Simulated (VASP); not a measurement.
# Pt (Im-3m) in VASP: single point with PBE

Aim: the single point of Pt with PBE.

All numbers are computed with VASP 6.6.1; they aren't measurements. Logs are shortened: lines on timing, memory, paths and dates and some standing lists are left out, and cuts for length are marked.

## (1) The cell of the first run

It takes space group Im-3m (No. 229, cubic). Conventional cell: a = 3.171 Å, b = 3.171 Å, c = 3.171 Å, α = 90.00°, β = 90.00°, γ = 90.00°. Pt (site symmetry m-3m) has 14 Pt at 2.75 to 3.17 Å within 3.6 Å.

## (2) Single point, PBE, non-collinear spin, zero start, spin-orbit coupling

File INCAR:

```
SYSTEM = Pt
PREC     = Accurate       ! precision mode
ENCUT    = 520            ! plane-wave cutoff, eV
EDIFF    = 1E-6           ! SCF threshold, eV
ISMEAR   = 0              ! smearing method
SIGMA    = 0.05           ! smearing width, eV
LREAL    = .False.        ! projectors in reciprocal space
LASPH    = .True.         ! aspherical terms in the spheres
NELM     = 150            ! most SCF steps
ALGO     = Fast           ! electronic algorithm
ISIF     = 2              ! what is computed and relaxed
LWAVE    = .False.        ! write WAVECAR
LCHARG   = .False.        ! write CHGCAR
MAGMOM   = 0 0 0          ! initial moments
LORBIT   = 11             ! projections on sites
LSORBIT  = .True.         ! spin-orbit coupling
GGA_COMPAT= .False.      
LORBMOM  = .True.       
LMAXMIX  = 4              ! l up to which the mixer works
GGA      = PE             ! functional
NBANDS   = 21             ! bands
```

File KPOINTS:

```
regular mesh
0
Gamma
  18 18 18
  0 0 0
```

File POSCAR:

```
Pt
1.0
   -1.5854895616      1.5854895616      1.5854895616
    1.5854895616     -1.5854895616      1.5854895616
    1.5854895616      1.5854895616     -1.5854895616
Pt
1
Direct
    0.0000000000      0.0000000000      0.0000000000
```

Potentials or basis: VASP PAW PBE potentials, release 64 (Pt).

On the command line:

```sh
$ cat potpaw_PBE.64/Pt/POTCAR > POTCAR
$ mpirun -np 1 vasp_ncl > vasp.out
```

OUTCAR:

```text
SYSTEM = Pt
   PREC = Accurate
   ENCUT = 520
   EDIFF = 1E-6
   ISMEAR = 0
   LREAL = .False.
   LASPH = .True.
   NELM = 150
   ISIF = 2
   LORBIT = 11
   LSORBIT = .True.
   GGA = PE

 ion  position               nearest neighbor table
   1  0.000  0.000  0.000-

  LATTYP: Found a body centered cubic cell.
 ALAT       =     3.1709791232

  Lattice vectors:

 A1 = (  -1.5854895616,   1.5854895616,   1.5854895616)
 A2 = (   1.5854895616,  -1.5854895616,   1.5854895616)
 A3 = (   1.5854895616,   1.5854895616,  -1.5854895616)

Analysis of symmetry for initial positions (statically):
=====================================================================
 Subroutine PRICEL returns:
 Original cell was already a primitive cell.

 Routine SETGRP: Setting up the symmetry group for a
 body centered cubic supercell.

 Subroutine GETGRP returns: Found 48 space group operations
 (whereof 48 operations were pure point group operations)
 out of a pool of 48 trial point group operations.

The static configuration has the point symmetry O_h .

Analysis of symmetry for dynamics (positions and initial velocities):
=====================================================================
 Subroutine PRICEL returns:
 Original cell was already a primitive cell.

 Routine SETGRP: Setting up the symmetry group for a
 body centered cubic supercell.

 Subroutine GETGRP returns: Found 48 space group operations
 (whereof 48 operations were pure point group operations)
 out of a pool of 48 trial point group operations.

The dynamic configuration has the point symmetry O_h .

Analysis of structural, dynamic, and magnetic symmetry:
=====================================================================
 Subroutine PRICEL returns:
 Original cell was already a primitive cell.

 Routine SETGRP: Setting up the symmetry group for a
 body centered cubic supercell.

 Subroutine GETGRP returns: Found 48 space group operations
 (whereof 48 operations were pure point group operations)
 out of a pool of 48 trial point group operations.

The overall configuration has the point symmetry O_h .

 Subroutine INISYM returns: Found 48 space group operations
 (whereof 48 operations are pure point group operations),
 and found     1 'primitive' translations

----------------------------------------------------------------------------------------

                                     Primitive cell

  volume of cell :      15.9423

[... 149 lines left out ...]
      3       6.1639      1.00000
      4       6.1639      1.00000
      5       6.1639      1.00000
      6       6.1639      1.00000
[... 565 lines left out ...]
     20      33.3796      0.00000
     21      34.3654      0.00000

 [... further k-points ...]

------------------------ aborting loop because EDIFF is reached ----------------------------------------

  FORCE on cell =-STRESS in cart. coord.  units (eV):
  Direction    XX          YY          ZZ          XY          YZ          ZX
  --------------------------------------------------------------------------------------
  -------------------------------------------------------------------------------------
  Total       -0.1593552     -0.1593552     -0.1593552     -0.0000000      0.0000000      0.0000000
  in kB      -16.0149942    -16.0149942    -16.0149942     -0.0000000      0.0000000      0.0000000
  external PRESSURE =     -16.0149942 kB  Pullay stress =       0.0000000 kB

 VOLUME and BASIS-vectors are now :
 -----------------------------------------------------------------------------
  energy-cutoff  :      520.00
  volume of cell :       15.94
      direct lattice vectors                 reciprocal lattice vectors
    -1.585489562  1.585489562  1.585489562     0.000000000  0.315360007  0.315360007
     1.585489562 -1.585489562  1.585489562     0.315360007  0.000000000  0.315360007
     1.585489562  1.585489562 -1.585489562     0.315360007  0.315360007  0.000000000

 POSITION                                       TOTAL-FORCE (eV/Angst)
 -----------------------------------------------------------------------------------
      0.00000      0.00000      0.00000        -0.000000      0.000000     -0.000000
 -----------------------------------------------------------------------------------
    total drift:                                0.000000     -0.000000      0.000000

  FREE ENERGIE OF THE ION-ELECTRON SYSTEM (eV)
  ---------------------------------------------------
  free  energy   TOTEN  =        -6.3864601019 eV

  energy  without entropy=       -6.3852022034  energy(sigma->0) =       -6.38583115

 orbital moment (x)

 # of ion     p       d       tot
 ----------------------------------------
  1        -0.000   0.000   0.000
 ----------------------------------------
           -0.000   0.000   0.000

 orbital moment (y)

 # of ion     p       d       tot
 ----------------------------------------
  1         0.000   0.000   0.000
 ----------------------------------------
            0.000   0.000   0.000

 orbital moment (z)

 # of ion     p       d       tot
 ----------------------------------------
  1         0.000   0.000   0.000
 ----------------------------------------
            0.000   0.000   0.000

 Spin-Orbit-Coupling matrix elements

 Ion:    1  E_soc:     -0.7608790
 l=   1
     0.0000000    -0.0302452    -0.0302452
    -0.0302452     0.0000000    -0.0302452
    -0.0302452    -0.0302452     0.0000000
 l=   2
     0.0000000    -0.0191637     0.0000000    -0.0191637    -0.0774042
    -0.0191637     0.0000000    -0.0580532    -0.0191637    -0.0193511
     0.0000000    -0.0580532     0.0000000    -0.0580532     0.0000000
    -0.0191637    -0.0191637    -0.0580532     0.0000000    -0.0193511
    -0.0774042    -0.0193511     0.0000000    -0.0193511     0.0000000
 l=   3
     0.0000000     0.0000000     0.0000000     0.0000000     0.0000000     0.0000000     0.0000000
     0.0000000     0.0000000     0.0000000     0.0000000     0.0000000     0.0000000     0.0000000
     0.0000000     0.0000000     0.0000000     0.0000000     0.0000000     0.0000000     0.0000000
     0.0000000     0.0000000     0.0000000     0.0000000     0.0000000     0.0000000     0.0000000
     0.0000000     0.0000000     0.0000000     0.0000000     0.0000000     0.0000000     0.0000000
     0.0000000     0.0000000     0.0000000     0.0000000     0.0000000     0.0000000     0.0000000
     0.0000000     0.0000000     0.0000000     0.0000000     0.0000000     0.0000000     0.0000000

 total charge

# of ion       s       p       d       tot
------------------------------------------
    1        0.620   0.546   8.013   9.179

 magnetization (x)

# of ion       s       p       d       tot
------------------------------------------
    1       -0.000  -0.000  -0.000  -0.000

 magnetization (y)

# of ion       s       p       d       tot
------------------------------------------
    1        0.000   0.000  -0.000   0.000

 magnetization (z)

# of ion       s       p       d       tot
------------------------------------------
    1       -0.000  -0.000   0.000  -0.000
```

Run time: 2.9 min. Hardware: 1 thread of AMD EPYC 7R13, shared host; peak memory 0.2 GiB.

Results:

```
Free energy                                           : -6.3865 eV
Pressure                                              : -1.6 GPa
Net moment                                            : 0.00 μB per cell
Valence electrons inside the program's atomic spheres : Pt 9.18
```

Moments on the atoms (μB; x, y, z):
```
Pt  0.00 0.00 0.00
```
